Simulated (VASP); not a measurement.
# Re (Im-3m) in VASP: single point with PBE

Aim: the single point of Re with PBE.

Program: VASP 6.6.1. These are calculated values, not measurements. Logs are shortened: lines on timing, memory, paths and dates and some standing lists are left out, and cuts for length are marked.

**1. The cell of the first run**

Symmetry: Im-3m, No. 229, cubic system. The conventional cell has a = 3.114 Å, b = 3.114 Å, c = 3.114 Å, α = 90.00°, β = 90.00°, γ = 90.00°. Within 3.6 Å of Re (site symmetry m-3m) lie 14 Re at 2.70 to 3.11 Å.

This isn't the form of Re at room conditions, which is hcp.

**2. Single point, PBE**

The input, INCAR:

```
PREC = Accurate
ENCUT = 520
EDIFF = 1E-6
ISMEAR = -1
SIGMA = 0.05
LREAL = F
LASPH = T
NELM = 60
ALGO = Normal
ISIF = 2
LWAVE = F
LCHARG = F
GGA = PE
NBANDS = 10
```

The input, KPOINTS:

```
Automatic mesh
0
Gamma
  19 19 19
```

The input, POSCAR:

```
Re
1.0
   -1.5569278610      1.5569278610      1.5569278610
    1.5569278610     -1.5569278610      1.5569278610
    1.5569278610      1.5569278610     -1.5569278610
Re
1
Direct
    0.0000000000      0.0000000000      0.0000000000
```

Potentials or basis: VASP PAW PBE potentials, release 64 (Re).

The run is started by

```sh
$ cat potpaw_PBE.64/Re/POTCAR > POTCAR
$ mpirun -np 1 vasp_std > vasp.out
```

OUTCAR:

```text
PREC = Accurate
   ENCUT = 520
   EDIFF = 1E-6
   ISMEAR = -1
   LREAL = F
   LASPH = T
   NELM = 60
   ISIF = 2
   GGA = PE

 ion  position               nearest neighbor table
   1  0.000  0.000  0.000-

  LATTYP: Found a body centered cubic cell.
 ALAT       =     3.1138557220

  Lattice vectors:

 A1 = (  -1.5569278610,   1.5569278610,   1.5569278610)
 A2 = (   1.5569278610,  -1.5569278610,   1.5569278610)
 A3 = (   1.5569278610,   1.5569278610,  -1.5569278610)

Analysis of symmetry for initial positions (statically):
=====================================================================
 Subroutine PRICEL returns:
 Original cell was already a primitive cell.

 Routine SETGRP: Setting up the symmetry group for a
 body centered cubic supercell.

 Subroutine GETGRP returns: Found 48 space group operations
 (whereof 48 operations were pure point group operations)
 out of a pool of 48 trial point group operations.

The static configuration has the point symmetry O_h .

Analysis of symmetry for dynamics (positions and initial velocities):
=====================================================================
 Subroutine PRICEL returns:
 Original cell was already a primitive cell.

 Routine SETGRP: Setting up the symmetry group for a
 body centered cubic supercell.

 Subroutine GETGRP returns: Found 48 space group operations
 (whereof 48 operations were pure point group operations)
 out of a pool of 48 trial point group operations.

The dynamic configuration has the point symmetry O_h .

 Subroutine INISYM returns: Found 48 space group operations
 (whereof 48 operations are pure point group operations),
 and found     1 'primitive' translations

----------------------------------------------------------------------------------------

                                     Primitive cell

  volume of cell :      15.0961

  direct lattice vectors                    reciprocal lattice vectors
    -1.556927861  1.556927861  1.556927861     0.000000000  0.321145258  0.321145258
     1.556927861 -1.556927861  1.556927861     0.321145258  0.000000000  0.321145258
     1.556927861  1.556927861 -1.556927861     0.321145258  0.321145258  0.000000000

  length of vectors
     2.696678159  2.696678159  2.696678159     0.454167980  0.454167980  0.454167980

  position of ions in fractional coordinates (direct lattice)
     0.000000000  0.000000000  0.000000000

  ion indices of the primitive-cell ions
   primitive index   ion index
                 1           1

----------------------------------------------------------------------------------------

 KPOINTS: Automatic mesh

Automatic generation of k-mesh.
 Grid dimensions read from file:
 generate k-points for:   19   19   19

 Generating k-lattice:

  Cartesian coordinates                     Fractional coordinates (reciprocal lattice)
     0.000000000  0.016902382  0.016902382     0.052631579  0.000000000  0.000000000
     0.016902382  0.000000000  0.016902382     0.000000000  0.052631579  0.000000000
     0.016902382  0.016902382  0.000000000     0.000000000  0.000000000  0.052631579

  Length of vectors
     0.023903578  0.023903578  0.023903578

  Shift w.r.t. Gamma in fractional coordinates (k-lattice)
     0.000000000  0.000000000  0.000000000

 Subroutine IBZKPT returns following result:
 ===========================================

 Found    220 irreducible k-points:

 Following reciprocal coordinates:
            Coordinates               Weight
  0.000000  0.000000  0.000000      1.000000
  0.052632  0.000000  0.000000     12.000000
  0.105263  0.000000  0.000000     12.000000
  0.157895  0.000000  0.000000     12.000000
  0.210526  0.000000  0.000000     12.000000
  0.263158  0.000000  0.000000     12.000000
[... 16 lines left out ...]
  0.263158  0.105263  0.000000     48.000000
  0.315789  0.105263  0.000000     48.000000
 [... further k-points ...]
   k-points           NKPTS =    220   k-points in BZ     NKDIM =    220   number of bands    NBANDS=     10
   number of dos      NEDOS =    301   number of ions     NIONS =      1
   total plane-waves  NPLWV =   8000
   dimension x,y,z NGX =    20 NGY =   20 NGZ =   20
   dimension x,y,z NGXF=    40 NGYF=   40 NGZF=   40
   ions per type =               1
   NGX,Y,Z   is equivalent  to a cutoff of  12.33, 12.33, 12.33 a.u.
   NGXF,Y,Z  is equivalent  to a cutoff of  24.66, 24.66, 24.66 a.u.
 SYSTEM =  unknown system
   PREC   = accura    normal or accurate (medium, high low for compatibility)
   ISTART =      0    job   : 0-new  1-cont  2-samecut
   ICHARG =      2    charge: 1-file 2-atom 10-const
   ISPIN  =      1    spin polarized calculation?
   LNONCOLLINEAR =      F non collinear calculations
   LSORBIT =      F    spin-orbit coupling
   LASPH  =      T    aspherical Exc in radial PAW
   ENCUT  =  520.0 eV  38.22 Ry    6.18 a.u.   5.01  5.01  5.01*2*pi/ulx,y,z
   NELM   =     60;   NELMIN=  2; NELMDL= -5     # of ELM steps
   EDIFF  = 0.1E-05   stopping-criterion for ELM
   LREAL  =      F    real-space projection
   EDIFFG = 0.1E-04   stopping-criterion for IOM
   NSW    =      0    number of steps for IOM
   IBRION =     -1    ionic relax: 0-MD 1-quasi-New 2-CG
   NFREE  =      0    steps in history (QN), initial steepest desc. (CG)
   ISIF   =      2    stress and relaxation
   ISYM   =      2    0-nonsym 1-usesym 2-fastsym
   POTIM  = 0.5000    time-step for ionic-motion
   TEBEG  =    0.0;   TEEND  =   0.0 temperature during run
   PSTRESS=    0.0 pullay stress
   NELECT =       7.0000    total number of electrons
   NUPDOWN=      -1.0000    fix difference up-down
   EMIN   =  10.00;   EMAX   =-10.00  energy-range for DOS
   EFERMI =   0.00;   METHOD = LEGACY
   ISMEAR =    -1;   SIGMA  =   0.05  broadening in eV -4-tet -1-fermi 0-gaus
   EFERMI_NEDOS =   21; number of points for ismear=-14 and -15
   IALGO  =     38    algorithm
   IMIX   =      4    mixing-type and parameters
     AMIX     =   0.40;   BMIX     =  1.00
     AMIX_MAG =   1.60;   BMIX_MAG =  1.00
  volume/ion in A,a.u.               =      15.10       101.87
  Fermi-wavevector in a.u.,A,eV,Ry     =   1.267124  2.394517 21.845549  1.605603
  Thomas-Fermi vector in A             =   2.400288
   LORBIT       =      0    0 simple, 1 ext, 2 COOP (PROOUT), +10 PAW based schemes
   GGA     = PE    functional components
   LHFCALC =     F    Hartree Fock is set to
   AEXX    =    0.0000 exact exchange contribution
   IVDW    =     0    specifies the selected vdW correction
   LEPSILON=     F    determine dielectric tensor
   LRPA    =     F    only Hartree local field effects (RPA)
 non-spin polarized calculation
  energy-cutoff  :      520.00
  volume of cell :       15.10
 maximum number of plane-waves:       420
   NGX =  9   NGY =  9   NGZ =  9

 number of electron       7.0000000 magnetization

 Free energy of the ion-electron system (eV)
  ---------------------------------------------------
  ext. energy  EPLUGINS =         0.00000000
  ---------------------------------------------------
  free energy    TOTEN  =       -12.11303082 eV

  energy without entropy =      -12.10297835  energy(sigma->0) =      -12.10800459

 E-fermi :   8.4556     XC(G=0): -13.5909

 val. band max:        8.4555064838   @ k =  -0.3684   0.4737   0.2105
 cond. band min:       8.4703650454   @ k =  -0.3158   0.3684   0.0526
 fundamental gap:      0.0148585616
 Fermi energy:         8.4556360861

 k-point     1 :       0.0000    0.0000    0.0000
  band No.  band energies     occupation
      1      -2.1071      2.00000
      2       5.8451      2.00000
      3       5.8451      2.00000
      4       5.8451      2.00000
      5       9.2216      0.00000
      6       9.2216      0.00000
      7      23.9923      0.00000
      8      23.9923      0.00000
      9      23.9923      0.00000
     10      35.7792      0.00000

 k-point     2 :       0.0526    0.0000    0.0000
  band No.  band energies     occupation
      1      -1.9743      2.00000
      2       5.7707      2.00000
      3       5.8339      2.00000
      4       5.9721      2.00000
      5       9.1084      0.00000
      6       9.2250      0.00000
      7      24.0953      0.00000
      8      24.2153      0.00000
      9      24.2724      0.00000
     10      34.4332      0.00000

 k-point     3 :       0.1053    0.0000    0.0000
  band No.  band energies     occupation
      1      -1.5878      2.00000
      2       5.5623      2.00000
      3       5.7827      2.00000
      4       6.3497      2.00000
      5       8.8486      0.00077
      6       9.2395      0.00000
      7      24.3458      0.00000
      8      24.8677      0.00000
      9      24.9809      0.00000
     10      32.5671      0.00000

 k-point     4 :       0.1579    0.0000    0.0000
  band No.  band energies     occupation
      1      -0.9880      2.00000
      2       5.2573      2.00000
      3       5.6584      2.00000
      4       6.9651      2.00000
      5       8.6192      0.07307
      6       9.2750      0.00000
      7      24.5319      0.00000
      8      25.6767      0.00000
      9      25.9052      0.00000
     10      31.1974      0.00000

 k-point     5 :       0.2105    0.0000    0.0000
  band No.  band energies     occupation
      1      -0.2569      2.00000
      2       4.9029      2.00000
      3       5.4916      2.00000
      4       7.7958      2.00000
      5       8.5569      0.23332
      6       9.3424      0.00000
      7      24.2903      0.00000
      8      25.5442      0.00000
      9      27.2676      0.00000
     10      30.7338      0.00000

 k-point     6 :       0.2632    0.0000    0.0000
  band No.  band energies     occupation
      1       0.4588      2.00000
      2       4.5439      2.00000
      3       5.4489      2.00000
      4       8.6698      0.02724
      5       8.8050      0.00184
      6       9.4473      0.00000
      7      23.5067      0.00000
      8      24.2747      0.00000
      9      28.8863      0.00000
     10      31.3566      0.00000
[... 183 lines left out ...]
 k-point    21 :       0.1579    0.1053   -0.0000
  band No.  band energies     occupation
      1       0.0791      2.00000
      2       4.9233      2.00000
      3       5.1415      2.00000
      4       8.2665      1.95551
      5       8.3473      1.79434
      6       9.5668      0.00000
      7      24.6881      0.00000
      8      25.3441      0.00000
      9      26.8706      0.00000
     10      30.3613      0.00000

 k-point    22 :       0.2105    0.1053    0.0000
  band No.  band energies     occupation
      1       0.8046      2.00000
      2       4.5755      2.00000
      3       5.0562      2.00000
      4       8.3736      1.67550
      5       9.3774      0.00000
      6       9.7114      0.00000
      7      23.4325      0.00000
      8      24.6333      0.00000
      9      27.9305      0.00000
     10      29.2197      0.00000

 k-point    23 :       0.2632    0.1053    0.0000
  band No.  band energies     occupation
      1       1.3347      2.00000
      2       4.2651      2.00000
      3       5.2808      2.00000
      4       8.5965      0.11274
      5       9.8127      0.00000
      6      10.5784      0.00000
      7      21.9480      0.00000
      8      23.3730      0.00000
      9      27.8401      0.00000
     10      29.4359      0.00000

 k-point    24 :       0.3158    0.1053    0.0000
  band No.  band energies     occupation
      1       1.5511      2.00000
      2       4.0215      2.00000
      3       5.8961      2.00000
      4       8.8672      0.00053
      5       9.9360      0.00000
      6      11.7802      0.00000
      7      20.3424      0.00000
      8      22.2252      0.00000
      9      26.5661      0.00000
     10      30.9594      0.00000

 [... further k-points ...]

------------------------ aborting loop because EDIFF is reached ----------------------------------------

  FORCE on cell =-STRESS in cart. coord.  units (eV):
  Direction    XX          YY          ZZ          XY          YZ          ZX
  --------------------------------------------------------------------------------------
  -------------------------------------------------------------------------------------
  Total       -0.0486989     -0.0486989     -0.0486989     -0.0000000      0.0000000      0.0000000
  in kB       -5.1685000     -5.1685000     -5.1685000     -0.0000000      0.0000000      0.0000000
  external PRESSURE =      -5.1685000 kB  Pullay stress =       0.0000000 kB

 VOLUME and BASIS-vectors are now :
 -----------------------------------------------------------------------------
  energy-cutoff  :      520.00
  volume of cell :       15.10
      direct lattice vectors                 reciprocal lattice vectors
    -1.556927861  1.556927861  1.556927861     0.000000000  0.321145258  0.321145258
     1.556927861 -1.556927861  1.556927861     0.321145258  0.000000000  0.321145258
     1.556927861  1.556927861 -1.556927861     0.321145258  0.321145258  0.000000000

 POSITION                                       TOTAL-FORCE (eV/Angst)
 -----------------------------------------------------------------------------------
      0.00000      0.00000      0.00000         0.000000     -0.000000      0.000000
 -----------------------------------------------------------------------------------
    total drift:                               -0.000000     -0.000000      0.000000

  FREE ENERGIE OF THE ION-ELECTRON SYSTEM (eV)
  ---------------------------------------------------
  free  energy   TOTEN  =       -12.1130308204 eV

  energy  without entropy=      -12.1029783500  energy(sigma->0) =      -12.10800459
```

It took 19 s on 1 thread of AMD EPYC 9R45 (Zen 5), shared host; peak memory 0.12 GiB.

Results:

* Free energy: -12.1130 eV
* Pressure: -0.5 GPa
* Band gap on the k mesh: zero (an odd number of electrons rules out a gap without spin polarisation)

Caveat: spin-orbit coupling is left out, which moves the levels of the heavy elements.
